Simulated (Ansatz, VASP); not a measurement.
**Ag in VASP and in Ansatz**

The input INCAR:

```
ALGO = Fast ; EDIFF = 1E-7
ENCUT = 520 ; GGA = PS
ISIF = 2 ; ISMEAR = 0
LASPH = T ; LCHARG = F
LREAL = F ; LWAVE = F
NBANDS = 12 ; NELM = 80
PREC = Accurate ; SIGMA = 0.15
```

The input KPOINTS:

```
k-points
0
Gamma
  22 22 22
```

File POSCAR:

```
Ag
1.0
   -1.8585023365      1.8585023365      1.3139611519
    1.8585023365     -1.8585023365      1.3139611519
    1.8585023365      1.8585023365     -1.3139611519
Ag
1
Direct
    0.0000000000      0.0000000000      0.0000000000
```

Input for Ansatz:

```yaml
crystal:
  lattice:
    - [-1.8585023365, 1.8585023365, 1.3139611519]
    - [1.8585023365, -1.8585023365, 1.3139611519]
    - [1.8585023365, 1.8585023365, -1.3139611519]
  atoms:
    - { symbol: Ag, position: [0.0, 0.0, 0.0] }
basis:
  ecutwfc: 420
kpoints:
  mp_grid: { grid: [22, 22, 22] }
hamiltonian:
  xc: pbesol
scf:
  occupations: { method: gaussian, width: 0.15 }
output:
  forces: true
  stress: true
  eigenvalues: true
```

Alike in both runs: task single point; functional PBEsol; k mesh 22 × 22 × 22; occupations gaussian, width 0.15 eV; no spin polarisation.

|  | VASP | Ansatz |
| --- | --- | --- |
| version | VASP 6.6.1 | Ansatz 0.2.0 |
| potentials or method | VASP PAW PBE potentials, release 64 (Ag), cutoff 520 eV | scalar-relativistic, plane waves, PAW |
| valence electrons in the cell | 11 | 19 |

```tsv
	VASP	Ansatz	Ansatz less VASP
gap on the k mesh at the Fermi level (eV)	none	none	-
pressure (GPa)	-2.6	-2.4	+0.21
traceless stress, the component that is largest in VASP (GPa)	13.06	13.18	+0.115
```

VASP's potentials were made for PBE, not for PBEsol. A gap of «none» marks a metal or a gap that the smearing closes. VASP's potentials hold 11 valence electrons a cell and Ansatz's 19, so a difference there can come from the potentials and not from the codes.
